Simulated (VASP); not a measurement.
# GaAs in VASP: notebook

GaAs is run at these levels: PBE+D3(BJ); tasks: single point.

Program: VASP 6.6.1. These are calculated values, not measurements. Logs are shortened: lines on timing, memory, paths and dates and some standing lists are left out, and cuts for length are marked.

### Step 1. The cell of the first run

The cell holds a slab with vacuum, 16 atoms: a = 8.027 Å, b = 5.676 Å, c = 25.101 Å, α = 90.00°, β = 90.00°, γ = 90.00°.

### Step 2. Single point, PBE+D3(BJ)

INCAR reads:

```
SYSTEM = GaAs
PREC     = Accurate       ! precision mode
ENCUT    = 400            ! plane-wave cutoff, eV
EDIFF    = 1E-6           ! SCF threshold, eV
ISMEAR   = 0              ! smearing method
SIGMA    = 0.05           ! smearing width, eV
LREAL    = .FALSE.        ! projectors in reciprocal space
LASPH    = .TRUE.         ! aspherical terms in the spheres
NELM     = 120            ! most SCF steps
ALGO     = Normal         ! electronic algorithm
ISIF     = 2              ! what is computed and relaxed
LWAVE    = .FALSE.        ! write WAVECAR
LCHARG   = .TRUE.         ! write CHGCAR
LDIPOL   = .TRUE.       
IDIPOL   = 3            
DIPOL    = 0.5 0.5 0.439
GGA      = PE             ! functional
IVDW     = 12             ! dispersion correction
LELF     = .TRUE.         ! ELF
LVHAR    = .TRUE.       
LVACPOTAV= .TRUE.       
NBANDS   = 86             ! bands
GGA_COMPAT= .FALSE.      
NELMDL   = -8
```

KPOINTS reads:

```
Automatic mesh
0
G
  2 3 1
  0 0 0
```

POSCAR reads:

```
GaAs
1.0
    8.0267120191      0.0000000000      0.0000000000
    0.0000000000      5.6757424993      0.0000000000
    0.0000000000      0.0000000000     25.1007340143
Ga As
8 8
Direct
    0.2500000000      0.5000000000      0.3187157792
    0.7500000000      0.5000000000      0.3187157792
    0.5000000000      0.0000000000      0.3986607722
    0.0000000000      0.0000000000      0.3986607722
    0.7507023277      0.5074979792      0.4836829274
    0.2472020191      0.5032069759      0.4826978024
   -0.0027863919     -0.0245771377      0.5519912570
    0.5049021864     -0.0600373575      0.5446786048
    0.5000000000      0.2500000000      0.3187157792
    0.0000000000      0.2500000000      0.3187157792
    0.7500000000      0.7500000000      0.3986607722
    0.2500000000      0.7500000000      0.3986607722
   -0.0018358051      0.2540467495      0.4782953435
    0.4997069935      0.2557006585      0.4796775900
    0.2475957043      0.7321979080      0.5666708799
    0.7531032249      0.7236656426      0.5696225318
```

Potentials or basis: VASP PAW PBE potentials, release 64 (Ga_d, As).

Command:

```
$ cat potpaw_PBE.64/Ga_d/POTCAR potpaw_PBE.64/As/POTCAR > POTCAR
$ mpirun -np 1 vasp_std > vasp.out
```

OUTCAR:

```text
SYSTEM = GaAs
   PREC = Accurate
   ENCUT = 400
   EDIFF = 1E-6
   ISMEAR = 0
   LREAL = .FALSE.
   LASPH = .TRUE.
   NELM = 120
   ISIF = 2
   GGA = PE
   IVDW = 12
   NELMDL = -8
 IVDW          = 12

 ion  position               nearest neighbor table
   1  0.250  0.500  0.319-   9 2.46  10 2.46  12 2.46
   2  0.750  0.500  0.319-   9 2.46  10 2.46  11 2.46
   3  0.500  0.000  0.399-  11 2.46  12 2.46   9 2.46  14 2.50
   4  0.000  0.000  0.399-  11 2.46  12 2.46  10 2.46  13 2.46
   5  0.751  0.507  0.484-  13 2.46  14 2.47  16 2.48  11 2.54
   6  0.247  0.503  0.483-  13 2.45  14 2.47  15 2.48  12 2.53
   7  0.997  0.975  0.552-  13 2.43  16 2.47  15 2.47
   8  0.505  0.940  0.545-  16 2.42  14 2.42  15 2.44
   9  0.500  0.250  0.319-   1 2.46   2 2.46   3 2.46
  10  0.000  0.250  0.319-   1 2.46   2 2.46   4 2.46
  11  0.750  0.750  0.399-   3 2.46   4 2.46   2 2.46   5 2.54
  12  0.250  0.750  0.399-   3 2.46   4 2.46   1 2.46   6 2.53
  13  0.998  0.254  0.478-   7 2.43   6 2.45   5 2.46   4 2.46
  14  0.500  0.256  0.480-   8 2.42   6 2.47   5 2.47   3 2.50
  15  0.248  0.732  0.567-   8 2.44   7 2.47   6 2.48
  16  0.753  0.724  0.570-   8 2.42   7 2.47   5 2.48

  LATTYP: Found a simple orthorhombic cell.
 ALAT       =     5.6757424993
 B/A-ratio  =     1.4142135624
 C/A-ratio  =     4.4224582101

  Lattice vectors:

 A1 = (   0.0000000000,  -5.6757424993,   0.0000000000)
 A2 = (   8.0267120191,   0.0000000000,   0.0000000000)
 A3 = (   0.0000000000,   0.0000000000,  25.1007340143)

Analysis of symmetry for initial positions (statically):
=====================================================================
 Subroutine PRICEL returns:
 Original cell was already a primitive cell.

 Routine SETGRP: Setting up the symmetry group for a
 simple orthorhombic supercell.

 Subroutine GETGRP returns: Found  1 space group operations
 (whereof  1 operations were pure point group operations)
 out of a pool of  8 trial point group operations.

The static configuration has the point symmetry C_1 .

Analysis of symmetry for dynamics (positions and initial velocities):
=====================================================================
 Subroutine PRICEL returns:
 Original cell was already a primitive cell.

 Routine SETGRP: Setting up the symmetry group for a
 simple orthorhombic supercell.

 Subroutine GETGRP returns: Found  1 space group operations
 (whereof  1 operations were pure point group operations)
 out of a pool of  8 trial point group operations.

The dynamic configuration has the point symmetry C_1 .

 Subroutine INISYM returns: Found  1 space group operations
 (whereof  1 operations are pure point group operations),
 and found     1 'primitive' translations

----------------------------------------------------------------------------------------

                                     Primitive cell

  volume of cell :    1143.5280

  direct lattice vectors                    reciprocal lattice vectors
     8.026712019  0.000000000  0.000000000     0.124584014  0.000000000  0.000000000
     0.000000000  5.675742499  0.000000000     0.000000000  0.176188402  0.000000000
     0.000000000  0.000000000 25.100734014     0.000000000  0.000000000  0.039839472

  length of vectors
     8.026712019  5.675742499 25.100734014     0.124584014  0.176188402  0.039839472

  position of ions in fractional coordinates (direct lattice)
     0.250000000  0.500000000  0.318715779
     0.750000000  0.500000000  0.318715779
     0.500000000  0.000000000  0.398660772
     0.000000000  0.000000000  0.398660772
     0.750702328  0.507497979  0.483682927
     0.247202019  0.503206976  0.482697802
[... 8 lines left out ...]
     0.247595704  0.732197908  0.566670880
     0.753103225  0.723665643  0.569622532

  ion indices of the primitive-cell ions
   primitive index   ion index
                 1           1
                 2           2
                 3           3
                 4           4
                 5           5
                 6           6
[... 8 lines left out ...]
                15          15
                16          16

----------------------------------------------------------------------------------------

 KPOINTS: Automatic mesh

Automatic generation of k-mesh.
 Grid dimensions read from file:
 generate k-points for:    2    3    1

 Generating k-lattice:

  Cartesian coordinates                     Fractional coordinates (reciprocal lattice)
     0.062292007  0.000000000  0.000000000     0.500000000  0.000000000  0.000000000
     0.000000000  0.058729467  0.000000000     0.000000000  0.333333333  0.000000000
     0.000000000  0.000000000  0.039839472     0.000000000  0.000000000  1.000000000

  Length of vectors
     0.062292007  0.058729467  0.039839472

  Shift w.r.t. Gamma in fractional coordinates (k-lattice)
     0.000000000  0.000000000  0.000000000

 Subroutine IBZKPT returns following result:
 ===========================================

 Found      4 irreducible k-points:

 Following reciprocal coordinates:
            Coordinates               Weight
  0.000000  0.000000  0.000000      1.000000
  0.500000  0.000000  0.000000      1.000000
  0.000000  0.333333  0.000000      2.000000
  0.500000  0.333333  0.000000      2.000000
   k-points           NKPTS =      4   k-points in BZ     NKDIM =      4   number of bands    NBANDS=     86
   number of dos      NEDOS =    301   number of ions     NIONS =     16
   total plane-waves  NPLWV = 362880
   dimension x,y,z NGX =    54 NGY =   40 NGZ =  168
   dimension x,y,z NGXF=   108 NGYF=   80 NGZF=  336
   ions per type =               8   8
   NGX,Y,Z   is equivalent  to a cutoff of  11.18, 11.72, 11.13 a.u.
   NGXF,Y,Z  is equivalent  to a cutoff of  22.37, 23.43, 22.25 a.u.
 SYSTEM =  GaAs
   PREC   = accura    normal or accurate (medium, high low for compatibility)
   ISTART =      0    job   : 0-new  1-cont  2-samecut
   ICHARG =      2    charge: 1-file 2-atom 10-const
   ISPIN  =      1    spin polarized calculation?
   LNONCOLLINEAR =      F non collinear calculations
   LSORBIT =      F    spin-orbit coupling
   LASPH  =      T    aspherical Exc in radial PAW
   ENCUT  =  400.0 eV  29.40 Ry    5.42 a.u.  13.09  9.26 40.93*2*pi/ulx,y,z
   NELM   =    120;   NELMIN=  2; NELMDL= -8     # of ELM steps
   EDIFF  = 0.1E-05   stopping-criterion for ELM
   LREAL  =      F    real-space projection
[... 7 lines left out ...]
   TEBEG  =    0.0;   TEEND  =   0.0 temperature during run
   PSTRESS=    0.0 pullay stress
   NELECT =     144.0000    total number of electrons
   NUPDOWN=      -1.0000    fix difference up-down
   EMIN   =  10.00;   EMAX   =-10.00  energy-range for DOS
   EFERMI =   0.00;   METHOD = LEGACY
   ISMEAR =     0;   SIGMA  =   0.05  broadening in eV -4-tet -1-fermi 0-gaus
   EFERMI_NEDOS =   21; number of points for ismear=-14 and -15
   IALGO  =     38    algorithm
   IMIX   =      4    mixing-type and parameters
     AMIX     =   0.40;   BMIX     =  1.00
     AMIX_MAG =   1.60;   BMIX_MAG =  1.00
  volume/ion in A,a.u.               =      71.47       482.31
  Fermi-wavevector in a.u.,A,eV,Ry     =   0.820566  1.550644  9.161186  0.673328
  Thomas-Fermi vector in A             =   1.931571
   LORBIT       =      0    0 simple, 1 ext, 2 COOP (PROOUT), +10 PAW based schemes
   GGA     = PE    functional components
   LHFCALC =     F    Hartree Fock is set to
   AEXX    =    0.0000 exact exchange contribution
   IVDW    =    12    specifies the selected vdW correction
   LEPSILON=     F    determine dielectric tensor
   LRPA    =     F    only Hartree local field effects (RPA)
 non-spin polarized calculation
 Gauss-broadening in eV      SIGMA  =   0.05
  energy-cutoff  :      400.00
  volume of cell :     1143.53
 maximum number of plane-waves:     20826
 NGX is ok and might be reduce to    54
   NGX = 27   NGY = 19   NGZ = 81

 dipolmoment           0.000000      0.000000     -0.008452 electrons x Angstroem

 number of electron     143.9999938 magnetization

 dipolmoment           0.000000      0.000000      0.010065 electrons x Angstroem

 Free energy of the ion-electron system (eV)
  ---------------------------------------------------
  ext. energy  EPLUGINS =         0.00000000
  ---------------------------------------------------
  free energy    TOTEN  =       -61.18375721 eV

  energy without entropy =      -61.18375721  energy(sigma->0) =      -61.18375721

 E-fermi :  -1.8193     XC(G=0):  -3.6704

 val. band max:       -2.0541712304   @ k =   0.0000   0.0000   0.0000
 cond. band min:      -1.4211606638   @ k =   0.0000   0.0000   0.0000
 fundamental gap:      0.6330105665
 Fermi energy:        -1.8192775185

 k-point     1 :       0.0000    0.0000    0.0000
  band No.  band energies     occupation
      1     -16.9555      2.00000
      2     -16.9510      2.00000
      3     -16.9299      2.00000
      4     -16.9203      2.00000
      5     -16.9173      2.00000
      6     -16.9083      2.00000
[... 76 lines left out ...]
     83       0.8548      0.00000
     84       1.0842      0.00000

 k-point     2 :       0.5000    0.0000    0.0000
  band No.  band energies     occupation
      1     -16.9527      2.00000
      2     -16.9504      2.00000
      3     -16.9295      2.00000
      4     -16.9168      2.00000
      5     -16.9154      2.00000
      6     -16.9116      2.00000
[... 76 lines left out ...]
     83       1.5687      0.00000
     84       1.6267      0.00000

 k-point     3 :       0.0000    0.3333    0.0000
  band No.  band energies     occupation
      1     -16.9613      2.00000
      2     -16.9455      2.00000
      3     -16.9296      2.00000
      4     -16.9195      2.00000
      5     -16.9152      2.00000
      6     -16.9070      2.00000
[... 76 lines left out ...]
     83       1.2247      0.00000
     84       1.5686      0.00000

 k-point     4 :       0.5000    0.3333    0.0000
  band No.  band energies     occupation
      1     -16.9545      2.00000
      2     -16.9505      2.00000
      3     -16.9291      2.00000
      4     -16.9160      2.00000
      5     -16.9146      2.00000
      6     -16.9095      2.00000
[... 76 lines left out ...]
     83       2.0537      0.00000
     84       2.0843      0.00000
 [bands above 84 left out]

------------------------ aborting loop because EDIFF is reached ----------------------------------------

 Edisp (eV)   -3.60944

 E8    (eV) :    -1.6717

  FORCE on cell =-STRESS in cart. coord.  units (eV):
  Direction    XX          YY          ZZ          XY          YZ          ZX
  --------------------------------------------------------------------------------------
  -------------------------------------------------------------------------------------
  Total      -1.26624    -3.84245     0.49617    -0.07820     2.28406     0.06169
  in kB      -1.77411    -5.38359     0.69517    -0.10957     3.20015     0.08643
  external pressure =       -2.15 kB  Pullay stress =        0.00 kB

 VOLUME and BASIS-vectors are now :
 -----------------------------------------------------------------------------
  energy-cutoff  :      400.00
  volume of cell :     1143.53
      direct lattice vectors                 reciprocal lattice vectors
     8.026712019  0.000000000  0.000000000     0.124584014  0.000000000  0.000000000
     0.000000000  5.675742499  0.000000000     0.000000000  0.176188402  0.000000000
     0.000000000  0.000000000 25.100734014     0.000000000  0.000000000  0.039839472

 POSITION                                       TOTAL-FORCE (eV/Angst)
 -----------------------------------------------------------------------------------
      2.00668      2.83787      8.00000         0.025228     -0.862431      1.193143
      6.02003      2.83787      8.00000        -0.026579     -0.889121      1.206633
      4.01336      0.00000     10.00668         0.020247      0.355918      0.281633
      0.00000      0.00000     10.00668        -0.019249      0.173809      0.164940
      6.02567      2.88043     12.14080         0.011245      0.035321     -0.114422
      1.98422      2.85607     12.11607        -0.007930      0.119947      0.030250
[... 8 lines left out ...]
      1.98738      4.15577     14.22386         0.041406      0.003920      0.310092
      6.04494      4.10734     14.29794         0.039273      0.104225      0.239142
 -----------------------------------------------------------------------------------
    total drift:                               -0.002269     -0.000191      0.002590

  FREE ENERGIE OF THE ION-ELECTRON SYSTEM (eV)
  ---------------------------------------------------
  free  energy   TOTEN  =       -64.7931964994 eV

  energy  without entropy=      -64.7931964994  energy(sigma->0) =      -64.79319650

 vacuum level on the upper side and lower side of the slab         2.738         2.698
```

Wall time 18 min (1 thread of Oxide Virtual Turin-like, shared host); peak memory 0.76 GiB.

What came out:

```yaml
Free_energy: -64.7932 eV
Largest_force: 1.499 eV/Å
Band_gap_on_the_k_mesh: 0.63 eV
Dispersion_energy_per_atom: -0.226 eV
```

Forces in eV/Å, atoms in the order of the input:
```
Ga   0.025 -0.862  1.193
Ga  -0.027 -0.889  1.207
Ga   0.020  0.356  0.282
Ga  -0.019  0.174  0.165
Ga   0.011  0.035 -0.114
Ga  -0.008  0.120  0.030
Ga   0.089 -0.519 -0.549
Ga  -0.191 -0.055 -0.043
As  -0.006  0.143 -1.359
As   0.003  0.144 -1.297
As  -0.013  0.438 -0.143
As   0.007  0.433 -0.210
As  -0.033  0.218  0.268
As   0.060  0.156  0.021
As   0.041  0.004  0.310
As   0.039  0.104  0.239
```

Levels at points of the mesh, in eV from the valence-band top:
```csv
k point,band 68,band 69,band 70,band 71,band 72,band 73,band 74,band 75,band 76,band 77
"(0.00, 0.00, 0.00)",-0.96,-0.47,-0.45,-0.34,0.00,0.63,0.71,1.15,1.77,1.90
"(0.50, 0.00, 0.00)",-1.53,-0.96,-0.79,-0.37,-0.32,0.78,0.87,1.60,1.95,2.61
```

Caveat: semilocal functionals underestimate gaps, and a narrow one can read as zero.

### Step 3. Single point, PBE+D3(BJ)

This run uses another cell than the first one.

INCAR reads:

```
ALGO = Normal ; DIPOL = 0.5 0.5 0.444
EDIFF = 1E-7 ; ENCUT = 520
GGA = PE ; IDIPOL = 3
ISIF = 2 ; ISMEAR = 0
IVDW = 12 ; LASPH = True
LCHARG = False ; LDIPOL = True
LREAL = Auto ; LWAVE = False
NBANDS = 86 ; NELM = 60
PREC = Accurate ; SIGMA = 0.05
```

KPOINTS reads:

```
k-points
0
Gamma
  2 3 1
```

POSCAR reads:

```
GaAs
1.0
    8.0267120225      0.0000000000      0.0000000000
    0.0000000000      5.6757425017      0.0000000000
    0.0000000000      0.0000000000     24.8012340168
Ga As
8 8
Direct
    0.2500000000      0.5000000000      0.3225645947
    0.7500000000      0.5000000000      0.3225645947
    0.5000000000      0.0000000000      0.4034750045
    0.0000000000      0.0000000000      0.4034750045
    0.7490808686      0.5045298491      0.4889867637
    0.2517148225      0.5056103572      0.4894291643
   -0.0007151026     -0.0574254073      0.5501019278
    0.5011736783     -0.0385110617      0.5565204444
    0.5000000000      0.2500000000      0.3225645947
    0.0000000000      0.2500000000      0.3225645947
    0.7500000000      0.7500000000      0.4034750045
    0.2500000000      0.7500000000      0.4034750045
    0.0004156347      0.2574641859      0.4847481514
    0.5002725440      0.2537158036      0.4844634467
    0.2489836995      0.7279914266      0.5754414315
    0.7510357353      0.7235656906      0.5751837171
```

Potentials or basis: VASP PAW PBE potentials, release 64 (Ga_d, As).

Command:

```
$ cat potpaw_PBE.64/Ga_d/POTCAR potpaw_PBE.64/As/POTCAR > POTCAR
$ mpirun -np 1 vasp_std > vasp.out
```

Wall time 23 min (1 thread of Oxide Virtual Turin-like, shared host); peak memory 0.96 GiB.

It converged, with:

```yaml
Free_energy: -64.8779 eV
Largest_force: 1.500 eV/Å
Band_gap_on_the_k_mesh: 0.65 eV
Dispersion_energy_per_atom: -0.226 eV
```

Forces on the atoms (eV/Å):
```
Ga  -0.017 -0.887  1.210
Ga   0.018 -0.889  1.208
Ga  -0.005  0.230  0.204
Ga   0.006  0.335  0.249
Ga  -0.043  0.067 -0.060
Ga   0.034  0.076 -0.039
Ga   0.009 -0.053  0.001
Ga  -0.031 -0.369 -0.408
As   0.001  0.149 -1.329
As   0.000  0.146 -1.379
As   0.002  0.436 -0.172
As   0.001  0.421 -0.155
As  -0.001  0.099  0.018
As   0.001  0.127  0.221
As   0.125  0.032  0.202
As  -0.099  0.081  0.228
```

Levels at points of the mesh, in eV from the valence-band top:
```
           k point  band 70  band 71  band 72  band 73  band 74  band 75
(0.00, 0.00, 0.00)    -0.43    -0.32     0.00     0.65     0.71     1.16
(0.50, 0.00, 0.00)    -0.89    -0.34    -0.31     0.83     0.87     1.72
```

Caveat: semilocal functionals underestimate gaps, and a narrow one can read as zero.
